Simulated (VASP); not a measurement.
# TePb (P6_3/mmc) in VASP: notebook, part 2 of 3

VASP 6.6.1.

**3. Single point, r2SCAN (41.75 Å³/atom)**

This run uses another cell than the first one, of 41.75 Å³/atom.

The input, POSCAR:

```
TePb
1.0
    5.4428333107      0.0000000000      0.0000000000
   -2.7214166554      4.7136319156      0.0000000000
    0.0000000000      0.0000000000      6.5088282838
Pb Te
2 2
Direct
    0.3333333333      0.6666666667      0.2500000000
    0.6666666667      0.3333333333      0.7500000000
    0.6666666667      0.3333333333      0.2500000000
    0.3333333333      0.6666666667      0.7500000000
```

The input, INCAR.step1:

```
SYSTEM = TePb
ALGO = Normal ; EDIFF = 1E-4
ENCUT = 520 ; GGA = PE
ISMEAR = 0 ; LASPH = .TRUE.
LCHARG = .FALSE. ; LREAL = .FALSE.
LWAVE = .TRUE. ; NBANDS = 28
NELM = 60 ; PREC = Accurate
SIGMA = 0.01
```

The input, INCAR.step2:

```
SYSTEM = TePb
ALGO = Normal ; EDIFF = 1E-7
ENCUT = 520 ; ISIF = 2
ISMEAR = 0 ; ISTART = 1
LASPH = .TRUE. ; LCHARG = .FALSE.
LMIXTAU = .TRUE. ; LREAL = .FALSE.
LWAVE = .FALSE. ; METAGGA = R2SCAN
NBANDS = 28 ; NELM = 60
PREC = Accurate ; SIGMA = 0.01
```

The input, KPOINTS:

```
k-points
0
G
  6 6 4
  0 0 0
```

Potentials or basis: VASP PAW PBE potentials, release 64 (Pb_d, Te).

Command:

```bash
$ cat potpaw_PBE.64/Pb_d/POTCAR potpaw_PBE.64/Te/POTCAR > POTCAR
$ cp INCAR.step1 INCAR
$ mpirun -np 1 vasp_std > vasp.out
$ cp INCAR.step2 INCAR
$ mpirun -np 1 vasp_std > vasp.out
```

OUTCAR:

```text
SYSTEM = TePb
   EDIFF = 1E-7
   ENCUT = 520
   ISIF = 2
   ISMEAR = 0
   ISTART = 1
   LASPH = .TRUE.
   LREAL = .FALSE.
   METAGGA = R2SCAN
   NELM = 60
   PREC = Accurate

 ion  position               nearest neighbor table
   1  0.333  0.667  0.250-   3 3.14   3 3.14   3 3.14   4 3.25   4 3.25
   2  0.667  0.333  0.750-   4 3.14   4 3.14   4 3.14   3 3.25   3 3.25
   3  0.667  0.333  0.250-   1 3.14   1 3.14   1 3.14   2 3.25   2 3.25
   4  0.333  0.667  0.750-   2 3.14   2 3.14   2 3.14   1 3.25   1 3.25

  LATTYP: Found a hexagonal cell.
[... 846 lines left out ...]
  Direction    XX          YY          ZZ          XY          YZ          ZX
  --------------------------------------------------------------------------------------
  -------------------------------------------------------------------------------------
  Total        1.0466945      1.0466945      1.1186263     -0.0000000      0.0000000      0.0000000
  in kB       10.0426197     10.0426197     10.7327763     -0.0000000      0.0000000      0.0000000
  external PRESSURE =      10.2726719 kB  Pullay stress =       0.0000000 kB

 VOLUME and BASIS-vectors are now :
 -----------------------------------------------------------------------------
  energy-cutoff  :      520.00
  volume of cell :      166.99
      direct lattice vectors                 reciprocal lattice vectors
     5.442833311  0.000000000  0.000000000     0.183727839  0.106075317  0.000000000
    -2.721416655  4.713631916  0.000000000     0.000000000  0.212150634  0.000000000
     0.000000000  0.000000000  6.508828284     0.000000000  0.000000000  0.153637484

 POSITION                                       TOTAL-FORCE (eV/Angst)
 -----------------------------------------------------------------------------------
     -0.00000      3.14242      1.62721         0.000000      0.000000      0.000000
      2.72142      1.57121      4.88162        -0.000000     -0.000000      0.000000
      2.72142      1.57121      1.62721         0.000000      0.000000      0.000000
     -0.00000      3.14242      4.88162        -0.000000      0.000000      0.000000
 -----------------------------------------------------------------------------------
    total drift:                               -0.000000      0.000000     -0.000000

  FREE ENERGIE OF THE ION-ELECTRON SYSTEM (eV)
  ---------------------------------------------------
  free  energy   TOTEN  =      -164.8944491493 eV

  energy  without entropy=     -164.8944491493  energy(sigma->0) =     -164.89444915
```

OSZICAR.step1:

```text
N       E                     dE             d eps       ncg     rms          rms(c)
DAV:   1     0.381499502662E+03    0.38150E+03   -0.17711E+04  1184   0.135E+03
DAV:   2     0.255941430726E+02   -0.35591E+03   -0.34701E+03  1196   0.354E+02
DAV:   3    -0.131277867077E+02   -0.38722E+02   -0.37850E+02  1556   0.136E+02
DAV:   4    -0.149012245183E+02   -0.17734E+01   -0.17698E+01  1428   0.331E+01
DAV:   5    -0.149765925345E+02   -0.75368E-01   -0.75360E-01  1568   0.678E+00    0.496E+00
DAV:   6    -0.146588600451E+02    0.31773E+00   -0.69084E-01  1580   0.430E+00    0.316E+00
DAV:   7    -0.146491758784E+02    0.96842E-02   -0.26410E-01  1500   0.188E+00    0.121E+00
DAV:   8    -0.146519017469E+02   -0.27259E-02   -0.30085E-02  1288   0.124E+00    0.442E-01
DAV:   9    -0.146533661028E+02   -0.14644E-02   -0.40066E-03  1336   0.460E-01    0.835E-02
DAV:  10    -0.146536329811E+02   -0.26688E-03   -0.11270E-03  1080   0.227E-01    0.394E-02
DAV:  11    -0.146539182878E+02   -0.28531E-03   -0.64383E-04  1056   0.110E-01    0.583E-02
DAV:  12    -0.146539094502E+02    0.88376E-05   -0.31140E-05   864   0.524E-02
   1 F= -.14653909E+02 E0= -.14653909E+02  d E =-.232691E-22
```

Wall time 11 min (1 thread of Intel Xeon 8259CL, shared host); peak memory 0.34 GiB.

What came out:

* Free energy: -164.8944 eV
* Pressure: 1.0 GPa
* Band gap on the k mesh: 1.33 eV (least direct gap 1.34 eV)

Levels at points of the mesh, in eV from the valence-band top:
| k point | band 16 | band 17 | band 18 | band 19 | band 20 | band 21 | band 22 | band 23 | band 24 | band 25 |
| --- | --- | --- | --- | --- | --- | --- | --- | --- | --- | --- |
| (0.00, 0.00, 0.00) | -2.94 | -2.94 | -1.60 | -1.59 | -1.59 | 1.40 | 1.40 | 3.08 | 3.08 | 4.25 |
| (0.50, 0.00, 0.00) | -3.58 | -2.73 | -2.12 | -2.03 | -0.47 | 2.61 | 3.72 | 3.78 | 4.27 | 5.04 |
| (0.00, 0.00, 0.50) | -2.31 | -2.31 | -2.31 | -1.30 | -1.30 | 1.91 | 1.91 | 1.91 | 1.91 | 2.60 |
| (0.50, 0.00, 0.50) | -2.90 | -1.57 | -1.57 | -0.67 | -0.67 | 1.46 | 1.46 | 2.98 | 2.98 | 4.22 |

Caveat: the PAW data sets were made with another functional, which shifts forces and pressure a little; spin-orbit coupling is left out, which moves the levels of the heavy elements. A k mesh can miss the band edges.

**4. Single point, r2SCAN**

This run uses another cell than the first one, of 43.04 Å³/atom.

The input, POSCAR:

```
TePb
1.0
    5.4983762623      0.0000000000      0.0000000000
   -2.7491881312      4.7617335227      0.0000000000
    0.0000000000      0.0000000000      6.5752494865
Pb Te
2 2
Direct
    0.3333333333      0.6666666667      0.2500000000
    0.6666666667      0.3333333333      0.7500000000
    0.6666666667      0.3333333333      0.2500000000
    0.3333333333      0.6666666667      0.7500000000
```

The input, INCAR.step1:

```
SYSTEM = TePb
PREC = Accurate ; ENCUT = 520
ISMEAR = 0 ; SIGMA = 0.01
LREAL = .False. ; LASPH = .True.
NELM = 60 ; NBANDS = 28
GGA = PE ; ALGO = Normal
EDIFF = 1E-4 ; LWAVE = .True.
LCHARG = .False.
```

The input, INCAR.step2:

```
SYSTEM = TePb
PREC = Accurate ; ENCUT = 520
EDIFF = 1E-6 ; ISMEAR = 0
SIGMA = 0.01 ; LREAL = .False.
LASPH = .True. ; NELM = 60
ALGO = Normal ; ISIF = 2
LWAVE = .False. ; LCHARG = .False.
METAGGA = R2SCAN ; LMIXTAU = .True.
NBANDS = 28 ; ISTART = 1
```

The input, KPOINTS:

```
Automatic mesh
0
Gamma
  6 6 4
  0 0 0
```

Command:

```bash
$ cat potpaw_PBE.64/Pb_d/POTCAR potpaw_PBE.64/Te/POTCAR > POTCAR
$ cp INCAR.step1 INCAR
$ mpirun -np 1 vasp_std > vasp.out
$ cp INCAR.step2 INCAR
$ mpirun -np 1 vasp_std > vasp.out
```

It took 11 min on 1 thread of Intel Xeon 8259CL, shared host; peak memory 0.37 GiB.

Results (log left out):

| Item | Value |
| --- | --- |
| Free energy | -164.9115 eV |
| Pressure | 0.0 GPa |
| Band gap on the k mesh | 1.38 eV |

Levels at points of the mesh, in eV from the valence-band top:
```tsv
k point	band 17	band 18	band 19	band 20	band 21	band 22	band 23	band 24
(0.00, 0.00, 0.00)	-2.78	-1.49	-1.48	-1.48	1.49	1.49	3.10	3.10
(0.50, 0.00, 0.00)	-2.57	-2.00	-1.90	-0.43	2.59	3.70	3.71	4.30
(0.00, 0.00, 0.50)	-2.17	-2.17	-1.22	-1.22	1.99	1.99	1.99	1.99
(0.50, 0.00, 0.50)	-1.46	-1.46	-0.63	-0.63	1.50	1.50	2.95	2.95
```

Caveat: the PAW data sets were made with another functional, which shifts forces and pressure a little; spin-orbit coupling is left out, which moves the levels of the heavy elements. A k mesh can miss the band edges.

**5. Single point, r2SCAN (44.33 Å³/atom)**

This run uses another cell than the first one, of 44.33 Å³/atom.

The input, POSCAR:

```
TePb
1.0
    5.5528191719      0.0000000000      0.0000000000
   -2.7764095860      4.8088824655      0.0000000000
    0.0000000000      0.0000000000      6.6403552007
Pb Te
2 2
Direct
    0.3333333333      0.6666666667      0.2500000000
    0.6666666667      0.3333333333      0.7500000000
    0.6666666667      0.3333333333      0.2500000000
    0.3333333333      0.6666666667      0.7500000000
```

The input, INCAR.step1:

```
SYSTEM = TePb
PREC = Accurate
ENCUT = 520
ISMEAR = 0
SIGMA = 0.01
LREAL = .FALSE.
LASPH = .TRUE.
NELM = 60
NBANDS = 28
GGA = PE
ALGO = Normal
EDIFF = 1E-4
LWAVE = .TRUE.
LCHARG = .FALSE.
```

The input, INCAR.step2:

```
SYSTEM = TePb
PREC = Accurate
ENCUT = 520
EDIFF = 1E-6
ISMEAR = 0
SIGMA = 0.01
LREAL = .FALSE.
LASPH = .TRUE.
NELM = 60
ALGO = Normal
ISIF = 2
LWAVE = .FALSE.
LCHARG = .FALSE.
METAGGA = R2SCAN
LMIXTAU = .TRUE.
NBANDS = 28
ISTART = 1
```

The input, KPOINTS:

```
Automatic mesh
0
G
  6 6 4
  0 0 0
```

Command:

```bash
$ cat potpaw_PBE.64/Pb_d/POTCAR potpaw_PBE.64/Te/POTCAR > POTCAR
$ cp INCAR.step1 INCAR
$ mpirun -np 1 vasp_std > vasp.out
$ cp INCAR.step2 INCAR
$ mpirun -np 1 vasp_std > vasp.out
```

Run time: 9.2 min. Hardware: 1 thread of Intel Xeon 8259CL, shared host; peak memory 0.37 GiB.

It converged, with:

```yaml
Free_energy: -164.8974 eV
Pressure: -0.9 GPa
Band_gap_on_the_k_mesh: 1.42 eV
```

Levels at points of the mesh, in eV from the valence-band top:
| k point | band 17 | band 18 | band 19 | band 20 | band 21 | band 22 | band 23 | band 24 |
| --- | --- | --- | --- | --- | --- | --- | --- | --- |
| (0.00, 0.00, 0.00) | -2.62 | -1.38 | -1.38 | -1.38 | 1.56 | 1.56 | 3.10 | 3.10 |
| (0.50, 0.00, 0.00) | -2.42 | -1.88 | -1.78 | -0.40 | 2.58 | 3.65 | 3.68 | 4.31 |
| (0.00, 0.00, 0.50) | -2.05 | -2.05 | -1.14 | -1.14 | 2.05 | 2.05 | 2.05 | 2.05 |
| (0.50, 0.00, 0.50) | -1.35 | -1.35 | -0.59 | -0.59 | 1.54 | 1.54 | 2.91 | 2.91 |

Caveat: the PAW data sets were made with another functional, which shifts forces and pressure a little; spin-orbit coupling is left out, which moves the levels of the heavy elements. A k mesh can miss the band edges.

[end of part 2 of 3]
